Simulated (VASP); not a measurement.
# Pt (Im-3m) in VASP: a series of runs

The runs below take Pt through single point, with PBE.

All numbers are computed with VASP 6.6.1; they aren't measurements. Logs are shortened: lines on timing, memory, paths and dates and some standing lists are left out, and cuts for length are marked.

## (1) The cell of the first run

Symmetry: Im-3m, No. 229, cubic system. The conventional cell has a = 3.122 Å, b = 3.122 Å, c = 3.122 Å, α = 90.00°, β = 90.00°, γ = 90.00°. Within 3.6 Å of Pt (site symmetry m-3m) lie 14 Pt at 2.70 to 3.12 Å.

This isn't the form of Pt at room conditions, which is fcc.

## (2) Single point, PBE

Contents of INCAR:

```
SYSTEM = Pt
PREC = Accurate ; ENCUT = 520
EDIFF = 1E-7 ; ISMEAR = -1
SIGMA = 0.06122561905347299 ; LREAL = .FALSE.
LASPH = .TRUE. ; NELM = 80
ALGO = Normal ; ISIF = 2
LWAVE = .FALSE. ; LCHARG = .FALSE.
GGA = PE ; NBANDS = 11
```

Contents of KPOINTS:

```
Automatic mesh
0
G
  48 48 48
  0 0 0
```

Contents of POSCAR:

```
Pt
1.0
   -1.5609888537      1.5609888537      1.5609888537
    1.5609888537     -1.5609888537      1.5609888537
    1.5609888537      1.5609888537     -1.5609888537
Pt
1
Direct
    0.0000000000      0.0000000000      0.0000000000
```

Potentials or basis: VASP PAW PBE potentials, release 64 (Pt).

On the command line:

```sh
$ cat potpaw_PBE.64/Pt/POTCAR > POTCAR
$ mpirun -np 1 vasp_std > vasp.out
```

OUTCAR:

```text
SYSTEM = Pt
   PREC = Accurate
   ENCUT = 520
   EDIFF = 1E-7
   ISMEAR = -1
   LREAL = .FALSE.
   LASPH = .TRUE.
   NELM = 80
   ISIF = 2
   GGA = PE

 ion  position               nearest neighbor table
   1  0.000  0.000  0.000-

  LATTYP: Found a body centered cubic cell.
 ALAT       =     3.1219777074

  Lattice vectors:

 A1 = (  -1.5609888537,   1.5609888537,   1.5609888537)
 A2 = (   1.5609888537,  -1.5609888537,   1.5609888537)
 A3 = (   1.5609888537,   1.5609888537,  -1.5609888537)

Analysis of symmetry for initial positions (statically):
=====================================================================
 Subroutine PRICEL returns:
 Original cell was already a primitive cell.

 Routine SETGRP: Setting up the symmetry group for a
 body centered cubic supercell.

 Subroutine GETGRP returns: Found 48 space group operations
 (whereof 48 operations were pure point group operations)
 out of a pool of 48 trial point group operations.

The static configuration has the point symmetry O_h .

Analysis of symmetry for dynamics (positions and initial velocities):
=====================================================================
 Subroutine PRICEL returns:
 Original cell was already a primitive cell.

 Routine SETGRP: Setting up the symmetry group for a
 body centered cubic supercell.

 Subroutine GETGRP returns: Found 48 space group operations
 (whereof 48 operations were pure point group operations)
 out of a pool of 48 trial point group operations.

The dynamic configuration has the point symmetry O_h .

 Subroutine INISYM returns: Found 48 space group operations
 (whereof 48 operations are pure point group operations),
 and found     1 'primitive' translations

----------------------------------------------------------------------------------------

                                     Primitive cell

  volume of cell :      15.2146

  direct lattice vectors                    reciprocal lattice vectors
    -1.560988854  1.560988854  1.560988854     0.000000000  0.320309782  0.320309782
     1.560988854 -1.560988854  1.560988854     0.320309782  0.000000000  0.320309782
     1.560988854  1.560988854 -1.560988854     0.320309782  0.320309782  0.000000000

  length of vectors
     2.703712005  2.703712005  2.703712005     0.452986438  0.452986438  0.452986438

  position of ions in fractional coordinates (direct lattice)
     0.000000000  0.000000000  0.000000000

  ion indices of the primitive-cell ions
   primitive index   ion index
                 1           1

----------------------------------------------------------------------------------------

 KPOINTS: Automatic mesh

Automatic generation of k-mesh.
 Grid dimensions read from file:
 generate k-points for:   48   48   48

 Generating k-lattice:

  Cartesian coordinates                     Fractional coordinates (reciprocal lattice)
     0.000000000  0.006673120  0.006673120     0.020833333  0.000000000  0.000000000
     0.006673120  0.000000000  0.006673120     0.000000000  0.020833333  0.000000000
     0.006673120  0.006673120  0.000000000     0.000000000  0.000000000  0.020833333

  Length of vectors
     0.009437217  0.009437217  0.009437217

  Shift w.r.t. Gamma in fractional coordinates (k-lattice)
     0.000000000  0.000000000  0.000000000

 Subroutine IBZKPT returns following result:
 ===========================================

 Found   2769 irreducible k-points:

 Following reciprocal coordinates:
            Coordinates               Weight
  0.000000  0.000000  0.000000      1.000000
  0.020833  0.000000  0.000000     12.000000
  0.041667  0.000000  0.000000     12.000000
  0.062500  0.000000  0.000000     12.000000
  0.083333  0.000000  0.000000     12.000000
  0.104167  0.000000  0.000000     12.000000
[... 16 lines left out ...]
  0.458333  0.000000  0.000000     12.000000
  0.479167  0.000000  0.000000     12.000000
 [... further k-points ...]
   k-points           NKPTS =   2769   k-points in BZ     NKDIM =   2769   number of bands    NBANDS=     11
   number of dos      NEDOS =    301   number of ions     NIONS =      1
   total plane-waves  NPLWV =   8000
   dimension x,y,z NGX =    20 NGY =   20 NGZ =   20
   dimension x,y,z NGXF=    40 NGYF=   40 NGZF=   40
   ions per type =               1
   NGX,Y,Z   is equivalent  to a cutoff of  12.30, 12.30, 12.30 a.u.
   NGXF,Y,Z  is equivalent  to a cutoff of  24.60, 24.60, 24.60 a.u.
 SYSTEM =  Pt
   PREC   = accura    normal or accurate (medium, high low for compatibility)
   ISTART =      0    job   : 0-new  1-cont  2-samecut
   ICHARG =      2    charge: 1-file 2-atom 10-const
   ISPIN  =      1    spin polarized calculation?
   LNONCOLLINEAR =      F non collinear calculations
   LSORBIT =      F    spin-orbit coupling
   LASPH  =      T    aspherical Exc in radial PAW
   ENCUT  =  520.0 eV  38.22 Ry    6.18 a.u.   5.03  5.03  5.03*2*pi/ulx,y,z
   NELM   =     80;   NELMIN=  2; NELMDL= -5     # of ELM steps
   EDIFF  = 0.1E-06   stopping-criterion for ELM
   LREAL  =      F    real-space projection
   EDIFFG = 0.1E-05   stopping-criterion for IOM
   NSW    =      0    number of steps for IOM
   IBRION =     -1    ionic relax: 0-MD 1-quasi-New 2-CG
   NFREE  =      0    steps in history (QN), initial steepest desc. (CG)
   ISIF   =      2    stress and relaxation
   ISYM   =      2    0-nonsym 1-usesym 2-fastsym
   POTIM  = 0.5000    time-step for ionic-motion
   TEBEG  =    0.0;   TEEND  =   0.0 temperature during run
   PSTRESS=    0.0 pullay stress
   NELECT =      10.0000    total number of electrons
   NUPDOWN=      -1.0000    fix difference up-down
   EMIN   =  10.00;   EMAX   =-10.00  energy-range for DOS
   EFERMI =   0.00;   METHOD = LEGACY
   ISMEAR =    -1;   SIGMA  =   0.06  broadening in eV -4-tet -1-fermi 0-gaus
   EFERMI_NEDOS =   21; number of points for ismear=-14 and -15
   IALGO  =     38    algorithm
   IMIX   =      4    mixing-type and parameters
     AMIX     =   0.40;   BMIX     =  1.00
     AMIX_MAG =   1.60;   BMIX_MAG =  1.00
  volume/ion in A,a.u.               =      15.21       102.67
  Fermi-wavevector in a.u.,A,eV,Ry     =   1.423383  2.689803 27.565655  2.026018
  Thomas-Fermi vector in A             =   2.543986
   LORBIT       =      0    0 simple, 1 ext, 2 COOP (PROOUT), +10 PAW based schemes
   GGA     = PE    functional components
   LHFCALC =     F    Hartree Fock is set to
   AEXX    =    0.0000 exact exchange contribution
   IVDW    =     0    specifies the selected vdW correction
   LEPSILON=     F    determine dielectric tensor
   LRPA    =     F    only Hartree local field effects (RPA)
 non-spin polarized calculation
  energy-cutoff  :      520.00
  volume of cell :       15.21
 maximum number of plane-waves:       427
   NGX =  9   NGY =  9   NGZ =  9

 number of electron      10.0000000 magnetization

 number of electron       9.9999997 magnetization

 Free energy of the ion-electron system (eV)
  ---------------------------------------------------
  ext. energy  EPLUGINS =         0.00000000
  ---------------------------------------------------
  free energy    TOTEN  =        -5.99076806 eV

  energy without entropy =       -5.97912856  energy(sigma->0) =       -5.98494831

 E-fermi :  10.8869     XC(G=0): -13.4292

 val. band max:       10.8868693531   @ k =  -0.2500   0.3125   0.1667
 cond. band min:      10.8873575456   @ k =  -0.2708   0.3125   0.1667
 fundamental gap:      0.0004881925
 Fermi energy:        10.8869188746

 k-point     1 :       0.0000    0.0000    0.0000
  band No.  band energies     occupation
      1       0.9926      2.00000
      2       7.1983      2.00000
      3       7.1983      2.00000
      4       7.1983      2.00000
      5       9.8219      2.00000
      6       9.8219      2.00000
      7      27.9679      0.00000
      8      27.9679      0.00000
      9      27.9679      0.00000
     10      38.4818      0.00000
     11      38.4818      0.00000

 k-point     2 :       0.0208    0.0000    0.0000
  band No.  band energies     occupation
      1       1.0111      2.00000
      2       7.1908      2.00000
      3       7.1983      2.00000
      4       7.2133      2.00000
      5       9.8115      2.00000
      6       9.8223      2.00000
      7      27.9782      0.00000
      8      27.9872      0.00000
      9      27.9955      0.00000
     10      37.9111      0.00000
     11      38.2154      0.00000

 k-point     3 :       0.0417    0.0000    0.0000
  band No.  band energies     occupation
      1       1.0663      2.00000
      2       7.1683      2.00000
      3       7.1983      2.00000
      4       7.2580      2.00000
      5       9.7815      2.00000
      6       9.8237      2.00000
      7      28.0074      0.00000
      8      28.0422      0.00000
      9      28.0780      0.00000
     10      37.1419      0.00000
     11      37.6822      0.00000

 k-point     4 :       0.0625    0.0000    0.0000
  band No.  band energies     occupation
      1       1.1577      2.00000
      2       7.1316      2.00000
      3       7.1977      2.00000
      4       7.3324      2.00000
      5       9.7343      2.00000
      6       9.8262      2.00000
      7      28.0509      0.00000
      8      28.1242      0.00000
      9      28.2145      0.00000
     10      36.4031      0.00000
     11      37.0387      0.00000

 k-point     5 :       0.0833    0.0000    0.0000
  band No.  band energies     occupation
      1       1.2842      2.00000
      2       7.0815      2.00000
      3       7.1956      2.00000
      4       7.4360      2.00000
      5       9.6743      2.00000
      6       9.8299      2.00000
      7      28.1004      0.00000
      8      28.2177      0.00000
      9      28.4038      0.00000
     10      35.7218      0.00000
     11      36.3410      0.00000
[... 211 lines left out ...]
 k-point    21 :       0.4167    0.0000    0.0000
  band No.  band energies     occupation
      1       3.9764      2.00000
      2       5.7762      2.00000
      3       9.3736      2.00000
      4      10.0888      2.00000
      5      10.1323      1.99999
      6      11.5453      0.00004
      7      19.1027      0.00000
      8      24.5320      0.00000
      9      27.9117      0.00000
     10      35.2690      0.00000
     11      35.6537      0.00000

 k-point    22 :       0.4375    0.0000    0.0000
  band No.  band energies     occupation
      1       3.9697      2.00000
      2       5.7378      2.00000
      3       9.5187      2.00000
      4      10.1497      1.99999
      5      10.4066      1.99922
      6      11.7430      0.00000
      7      18.4692      0.00000
      8      24.3679      0.00000
      9      27.5488      0.00000
     10      35.2270      0.00000
     11      36.0146      0.00000

 k-point    23 :       0.4583    0.0000    0.0000
  band No.  band energies     occupation
      1       3.9615      2.00000
      2       5.7101      2.00000
      3       9.5925      2.00000
      4      10.1627      1.99999
      5      10.7209      1.87541
      6      11.8915      0.00000
      7      17.9623      0.00000
      8      24.2492      0.00000
      9      27.2818      0.00000
     10      35.1668      0.00000
     11      36.2907      0.00000

 k-point    24 :       0.4792    0.0000    0.0000
  band No.  band energies     occupation
      1       3.9553      2.00000
      2       5.6933      2.00000
      3       9.6288      2.00000
      4      10.1707      1.99998
      5      10.9485      0.53561
      6      11.9837      0.00000
      7      17.6282      0.00000
      8      24.1774      0.00000
      9      27.1183      0.00000
     10      35.1195      0.00000
     11      36.4521      0.00000

 [... further k-points ...]

------------------------ aborting loop because EDIFF is reached ----------------------------------------

  FORCE on cell =-STRESS in cart. coord.  units (eV):
  Direction    XX          YY          ZZ          XY          YZ          ZX
  --------------------------------------------------------------------------------------
  -------------------------------------------------------------------------------------
  Total        0.9546978      0.9546978      0.9546978      0.0000000      0.0000000      0.0000000
  in kB      100.5349587    100.5349587    100.5349587      0.0000000      0.0000000      0.0000000
  external PRESSURE =     100.5349587 kB  Pullay stress =       0.0000000 kB

 VOLUME and BASIS-vectors are now :
 -----------------------------------------------------------------------------
  energy-cutoff  :      520.00
  volume of cell :       15.21
      direct lattice vectors                 reciprocal lattice vectors
    -1.560988854  1.560988854  1.560988854     0.000000000  0.320309782  0.320309782
     1.560988854 -1.560988854  1.560988854     0.320309782  0.000000000  0.320309782
     1.560988854  1.560988854 -1.560988854     0.320309782  0.320309782  0.000000000

 POSITION                                       TOTAL-FORCE (eV/Angst)
 -----------------------------------------------------------------------------------
      0.00000      0.00000      0.00000         0.000000      0.000000      0.000000
 -----------------------------------------------------------------------------------
    total drift:                               -0.000000     -0.000000     -0.000000

  FREE ENERGIE OF THE ION-ELECTRON SYSTEM (eV)
  ---------------------------------------------------
  free  energy   TOTEN  =        -5.9907680576 eV

  energy  without entropy=       -5.9791285568  energy(sigma->0) =       -5.98494831
```

Run time: 3.1 min. Hardware: 1 thread of Oxide Virtual Turin-like, shared host; peak memory 0.5 GiB.

What came out:

- Free energy: -5.9908 eV
- Pressure: 10.1 GPa
- Band gap on the k mesh: zero (bands 5 and 6 overlap by 2.34 eV)

Caveat: the cell stands under pressure; spin-orbit coupling is left out, which moves the levels of the heavy elements.

(Part 1 of 4 ends here.)
